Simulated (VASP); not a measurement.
# InPd (Pm-3m) in VASP: settings compared

The runs below take InPd through single point, with PBE+D3(BJ), PBE+D4, PBE, RPBE.

Program: VASP 6.6.1. These are calculated values, not measurements. Logs are shortened: lines on timing, memory, paths and dates and some standing lists are left out, and cuts for length are marked.

## (1) The cell of the first run

It takes space group Pm-3m (No. 221, cubic). The conventional cell has a = 3.267 Å, b = 3.267 Å, c = 3.267 Å, α = 90.00°, β = 90.00°, γ = 90.00°. Within 3.7 Å of In (site symmetry m-3m) lie 8 Pd at 2.83 Å and 6 In at 3.27 Å. Pd (site symmetry m-3m) has 8 In at 2.83 Å and 6 Pd at 3.27 Å within 3.7 Å.

## (2) Single point, PBE+D3(BJ)

INCAR reads:

```
SYSTEM = InPd
ALGO     = Normal         ! electronic algorithm
EDIFF    = 1E-6           ! SCF threshold, eV
ENCUT    = 520            ! plane-wave cutoff, eV
GGA      = PE             ! functional
ISIF     = 2              ! what is computed and relaxed
ISMEAR   = -1             ! smearing method
IVDW     = 12             ! dispersion correction
LASPH    = .TRUE.         ! aspherical terms in the spheres
LCHARG   = .TRUE.         ! write CHGCAR
LELF     = .TRUE.         ! ELF
LREAL    = .FALSE.        ! projectors in reciprocal space
LVHAR    = .TRUE.       
LWAVE    = .FALSE.        ! write WAVECAR
NBANDS   = 18             ! bands
NELM     = 100            ! most SCF steps
PREC     = Accurate       ! precision mode
SIGMA    = 0.05           ! smearing width, eV
```

KPOINTS reads:

```
k-points
0
G
  8 8 8
  0 0 0
```

POSCAR reads:

```
InPd
1.0
    3.2672486867      0.0000000000      0.0000000000
    0.0000000000      3.2672486867      0.0000000000
    0.0000000000      0.0000000000      3.2672486867
In Pd
1 1
Direct
    0.0000000000      0.0000000000      0.0000000000
    0.5000000000      0.5000000000      0.5000000000
```

Potentials or basis: VASP PAW PBE potentials, release 64 (In_d, Pd).

The run is started by

```console
cat potpaw_PBE.64/In_d/POTCAR potpaw_PBE.64/Pd/POTCAR > POTCAR
mpirun -np 1 vasp_std > vasp.out
```

OUTCAR:

```text
SYSTEM = InPd
   EDIFF = 1E-6
   ENCUT = 520
   GGA = PE
   ISIF = 2
   ISMEAR = -1
   IVDW = 12
   LASPH = .TRUE.
   LREAL = .FALSE.
   NELM = 100
   PREC = Accurate
 IVDW          = 12

 ion  position               nearest neighbor table
   1  0.000  0.000  0.000-   2 2.83   2 2.83   2 2.83   2 2.83   2 2.83   2 2.83   2 2.83   2 2.83

   2  0.500  0.500  0.500-   1 2.83   1 2.83   1 2.83   1 2.83   1 2.83   1 2.83   1 2.83   1 2.83

  LATTYP: Found a simple cubic cell.
 ALAT       =     3.2672486867

  Lattice vectors:

 A1 = (   3.2672486867,   0.0000000000,   0.0000000000)
 A2 = (   0.0000000000,   3.2672486867,   0.0000000000)
 A3 = (   0.0000000000,   0.0000000000,   3.2672486867)

Analysis of symmetry for initial positions (statically):
=====================================================================
 Subroutine PRICEL returns:
 Original cell was already a primitive cell.

 Routine SETGRP: Setting up the symmetry group for a
 simple cubic supercell.

 Subroutine GETGRP returns: Found 48 space group operations
 (whereof 48 operations were pure point group operations)
 out of a pool of 48 trial point group operations.

The static configuration has the point symmetry O_h .

Analysis of symmetry for dynamics (positions and initial velocities):
=====================================================================
 Subroutine PRICEL returns:
 Original cell was already a primitive cell.

 Routine SETGRP: Setting up the symmetry group for a
 simple cubic supercell.

 Subroutine GETGRP returns: Found 48 space group operations
 (whereof 48 operations were pure point group operations)
 out of a pool of 48 trial point group operations.

The dynamic configuration has the point symmetry O_h .

 Subroutine INISYM returns: Found 48 space group operations
 (whereof 48 operations are pure point group operations),
 and found     1 'primitive' translations

----------------------------------------------------------------------------------------

                                     Primitive cell

  volume of cell :      34.8776

  direct lattice vectors                    reciprocal lattice vectors
     3.267248687  0.000000000  0.000000000     0.306067917  0.000000000  0.000000000
     0.000000000  3.267248687  0.000000000     0.000000000  0.306067917  0.000000000
     0.000000000  0.000000000  3.267248687     0.000000000  0.000000000  0.306067917

  length of vectors
     3.267248687  3.267248687  3.267248687     0.306067917  0.306067917  0.306067917

  position of ions in fractional coordinates (direct lattice)
     0.000000000  0.000000000  0.000000000
     0.500000000  0.500000000  0.500000000

  ion indices of the primitive-cell ions
   primitive index   ion index
                 1           1
                 2           2

----------------------------------------------------------------------------------------

 KPOINTS: k-points

Automatic generation of k-mesh.
 Grid dimensions read from file:
 generate k-points for:    8    8    8

 Generating k-lattice:

  Cartesian coordinates                     Fractional coordinates (reciprocal lattice)
     0.038258490  0.000000000  0.000000000     0.125000000  0.000000000  0.000000000
     0.000000000  0.038258490  0.000000000     0.000000000  0.125000000  0.000000000
     0.000000000  0.000000000  0.038258490     0.000000000  0.000000000  0.125000000

  Length of vectors
     0.038258490  0.038258490  0.038258490

  Shift w.r.t. Gamma in fractional coordinates (k-lattice)
     0.000000000  0.000000000  0.000000000

 Subroutine IBZKPT returns following result:
 ===========================================

 Found     35 irreducible k-points:

 Following reciprocal coordinates:
            Coordinates               Weight
  0.000000  0.000000  0.000000      1.000000
  0.125000  0.000000  0.000000      6.000000
  0.250000  0.000000  0.000000      6.000000
  0.375000  0.000000  0.000000      6.000000
  0.500000  0.000000  0.000000      3.000000
  0.125000  0.125000  0.000000     12.000000
[... 16 lines left out ...]
  0.375000  0.375000  0.125000     24.000000
  0.500000  0.375000  0.125000     24.000000
 [... further k-points ...]
   k-points           NKPTS =     35   k-points in BZ     NKDIM =     35   number of bands    NBANDS=     18
   number of dos      NEDOS =    301   number of ions     NIONS =      2
   total plane-waves  NPLWV =  13824
   dimension x,y,z NGX =    24 NGY =   24 NGZ =   24
   dimension x,y,z NGXF=    48 NGYF=   48 NGZF=   48
   ions per type =               1   1
   NGX,Y,Z   is equivalent  to a cutoff of  12.21, 12.21, 12.21 a.u.
   NGXF,Y,Z  is equivalent  to a cutoff of  24.42, 24.42, 24.42 a.u.
 SYSTEM =  InPd
   PREC   = accura    normal or accurate (medium, high low for compatibility)
   ISTART =      0    job   : 0-new  1-cont  2-samecut
   ICHARG =      2    charge: 1-file 2-atom 10-const
   ISPIN  =      1    spin polarized calculation?
   LNONCOLLINEAR =      F non collinear calculations
   LSORBIT =      F    spin-orbit coupling
   LASPH  =      T    aspherical Exc in radial PAW
   ENCUT  =  520.0 eV  38.22 Ry    6.18 a.u.   6.07  6.07  6.07*2*pi/ulx,y,z
   NELM   =    100;   NELMIN=  2; NELMDL= -5     # of ELM steps
   EDIFF  = 0.1E-05   stopping-criterion for ELM
   LREAL  =      F    real-space projection
   EDIFFG = 0.1E-04   stopping-criterion for IOM
   NSW    =      0    number of steps for IOM
   IBRION =     -1    ionic relax: 0-MD 1-quasi-New 2-CG
   NFREE  =      0    steps in history (QN), initial steepest desc. (CG)
   ISIF   =      2    stress and relaxation
   ISYM   =      2    0-nonsym 1-usesym 2-fastsym
   POTIM  = 0.5000    time-step for ionic-motion
   TEBEG  =    0.0;   TEEND  =   0.0 temperature during run
   PSTRESS=    0.0 pullay stress
   NELECT =      23.0000    total number of electrons
   NUPDOWN=      -1.0000    fix difference up-down
   EMIN   =  10.00;   EMAX   =-10.00  energy-range for DOS
   EFERMI =   0.00;   METHOD = LEGACY
   ISMEAR =    -1;   SIGMA  =   0.05  broadening in eV -4-tet -1-fermi 0-gaus
   EFERMI_NEDOS =   21; number of points for ismear=-14 and -15
   IALGO  =     38    algorithm
   IMIX   =      4    mixing-type and parameters
     AMIX     =   0.40;   BMIX     =  1.00
     AMIX_MAG =   1.60;   BMIX_MAG =  1.00
  volume/ion in A,a.u.               =      17.44       117.68
  Fermi-wavevector in a.u.,A,eV,Ry     =   1.424958  2.692779 27.626683  2.030504
  Thomas-Fermi vector in A             =   2.545393
   LORBIT       =      0    0 simple, 1 ext, 2 COOP (PROOUT), +10 PAW based schemes
   GGA     = PE    functional components
   LHFCALC =     F    Hartree Fock is set to
   AEXX    =    0.0000 exact exchange contribution
   IVDW    =    12    specifies the selected vdW correction
   LEPSILON=     F    determine dielectric tensor
   LRPA    =     F    only Hartree local field effects (RPA)
 non-spin polarized calculation
  energy-cutoff  :      520.00
  volume of cell :       34.88
 maximum number of plane-waves:       968
   NGX = 13   NGY = 13   NGZ = 13

 number of electron      22.9999995 magnetization

 Free energy of the ion-electron system (eV)
  ---------------------------------------------------
  ext. energy  EPLUGINS =         0.00000000
  ---------------------------------------------------
  free energy    TOTEN  =        -8.73440678 eV

  energy without entropy =       -8.72425945  energy(sigma->0) =       -8.72933311

 E-fermi :  10.4740     XC(G=0): -12.2557

 val. band max:       10.4512832442   @ k =   0.3750   0.3750   0.1250
 cond. band min:      10.4996372492   @ k =   0.5000   0.5000   0.5000
 fundamental gap:      0.0483540050
 Fermi energy:        10.4739752426

 k-point     1 :       0.0000    0.0000    0.0000
  band No.  band energies     occupation
      1      -4.4247      2.00000
      2      -4.4247      2.00000
      3      -4.0116      2.00000
      4      -4.0116      2.00000
      5      -4.0116      2.00000
      6       0.4604      2.00000
[... 10 lines left out ...]
     17      21.1651      0.00000
     18      26.5827      0.00000

 k-point     2 :       0.1250    0.0000    0.0000
  band No.  band energies     occupation
      1      -4.4162      2.00000
      2      -4.3727      2.00000
      3      -4.0274      2.00000
      4      -4.0274      2.00000
      5      -4.0068      2.00000
      6       0.7093      2.00000
[... 10 lines left out ...]
     17      22.6674      0.00000
     18      26.0593      0.00000

 k-point     3 :       0.2500    0.0000    0.0000
  band No.  band energies     occupation
      1      -4.3955      2.00000
      2      -4.2474      2.00000
      3      -4.0654      2.00000
      4      -4.0654      2.00000
      5      -3.9954      2.00000
      6       1.4504      2.00000
[... 10 lines left out ...]
     17      25.2166      0.00000
     18      25.5541      0.00000

 k-point     4 :       0.3750    0.0000    0.0000
  band No.  band energies     occupation
      1      -4.3746      2.00000
      2      -4.1231      2.00000
      3      -4.1031      2.00000
      4      -4.1031      2.00000
      5      -3.9839      2.00000
      6       2.6493      2.00000
[... 375 lines left out ...]
      4      -4.0902      2.00000
      5      -3.9559      2.00000
      6       4.2182      2.00000
[... 10 lines left out ...]
     17      22.9194      0.00000
     18      24.8882      0.00000

 k-point    23 :       0.3750    0.3750    0.1250
  band No.  band energies     occupation
      1      -4.2972      2.00000
      2      -4.1914      2.00000
      3      -4.1518      2.00000
      4      -4.1415      2.00000
      5      -3.9023      2.00000
      6       4.1132      2.00000
[... 10 lines left out ...]
     17      21.5126      0.00000
     18      23.7175      0.00000

 k-point    24 :       0.5000    0.3750    0.1250
  band No.  band energies     occupation
      1      -4.3275      2.00000
      2      -4.1816      2.00000
      3      -4.1694      2.00000
      4      -4.1489      2.00000
      5      -3.8529      2.00000
      6       4.4193      2.00000
[... 10 lines left out ...]
     17      21.6628      0.00000
     18      23.6521      0.00000

 [... further k-points ...]

------------------------ aborting loop because EDIFF is reached ----------------------------------------

 Edisp (eV)   -1.07538

 E8    (eV) :    -0.5057

  FORCE on cell =-STRESS in cart. coord.  units (eV):
  Direction    XX          YY          ZZ          XY          YZ          ZX
  --------------------------------------------------------------------------------------
  -------------------------------------------------------------------------------------
  Total      -0.20338    -0.20338    -0.20338    -0.00000     0.00000    -0.00000
  in kB      -9.34274    -9.34274    -9.34274    -0.00000     0.00000    -0.00000
  external pressure =       -9.34 kB  Pullay stress =        0.00 kB

 VOLUME and BASIS-vectors are now :
 -----------------------------------------------------------------------------
  energy-cutoff  :      520.00
  volume of cell :       34.88
      direct lattice vectors                 reciprocal lattice vectors
     3.267248687  0.000000000  0.000000000     0.306067917  0.000000000  0.000000000
     0.000000000  3.267248687  0.000000000     0.000000000  0.306067917  0.000000000
     0.000000000  0.000000000  3.267248687     0.000000000  0.000000000  0.306067917

 POSITION                                       TOTAL-FORCE (eV/Angst)
 -----------------------------------------------------------------------------------
      0.00000      0.00000      0.00000         0.000000      0.000000      0.000000
      1.63362      1.63362      1.63362         0.000000      0.000000      0.000000
 -----------------------------------------------------------------------------------
    total drift:                                0.000000      0.000000     -0.000000

  FREE ENERGIE OF THE ION-ELECTRON SYSTEM (eV)
  ---------------------------------------------------
  free  energy   TOTEN  =        -9.8097850180 eV

  energy  without entropy=       -9.7996376896  energy(sigma->0) =       -9.80471135
```

Wall time 20 s (1 thread of Intel Xeon Platinum 8259CL at 2.50GHz (Skylake/Cascade Lake), shared host); peak memory 0.16 GiB.

What came out:

* Free energy: -9.8098 eV
* Pressure: -0.9 GPa
* Dispersion energy per atom: -0.538 eV

Caveat: three body term missing; spin-orbit coupling is left out, which moves the levels of the heavy elements; pairwise dispersion overbinds metals, which lowers pressure and volume.

## (3) Single point, PBE+D3(BJ)

This run uses another cell than the first one, of 17.51 Å³/atom, 1.004 times its volume.

INCAR reads:

```
SYSTEM = InPd
ALGO = Normal
EDIFF = 1E-6
ENCUT = 520
GGA = PE
ISIF = 2
ISMEAR = -1
IVDW = 12
LASPH = .True.
LCHARG = .True.
LELF = .True.
LREAL = .False.
LVHAR = .True.
LWAVE = .False.
NBANDS = 18
NELM = 100
PREC = Accurate
SIGMA = 0.05
```

KPOINTS reads:

```
k-points
0
Gamma
  8 8 8
  0 0 0
```

POSCAR reads:

```
InPd
1.0
    3.2718847800      0.0000000000      0.0000000000
    0.0000000000      3.2718847800      0.0000000000
    0.0000000000      0.0000000000      3.2718847800
In Pd
1 1
Direct
    0.0000000000      0.0000000000      0.0000000000
    0.5000000000      0.5000000000      0.5000000000
```

Potentials or basis: VASP PAW PBE potentials, release 64 (In_d, Pd).

The run is started by

```console
cat potpaw_PBE.64/In_d/POTCAR potpaw_PBE.64/Pd/POTCAR > POTCAR
mpirun -np 1 vasp_std > vasp.out
```

Run time: 25 s. Hardware: 1 thread of Intel Xeon Platinum 8259CL at 2.50GHz (Skylake/Cascade Lake), shared host; peak memory 0.16 GiB.

Results (log left out):

- Free energy: -9.8088 eV
- Pressure: -1.5 GPa
- Dispersion energy per atom: -0.535 eV

Levels at points of the mesh, in eV from the Fermi level:
```tsv
k point	band 10	band 11	band 12	band 13	band 14	band 15
(0.00, 0.00, 0.00)	-2.18	-2.18	4.31	4.31	4.31	9.52
(0.50, 0.00, 0.00)	-3.17	-2.26	-1.03	9.64	9.64	9.97
(0.50, 0.50, 0.00)	-2.24	-2.24	-1.61	1.54	2.56	9.56
(0.50, 0.50, 0.50)	-1.57	0.01	3.88	3.88	3.88	4.48
```

Caveat: three body term missing; spin-orbit coupling is left out, which moves the levels of the heavy elements; pairwise dispersion overbinds metals, which lowers pressure and volume.

(Continued in part 2 of 2.)
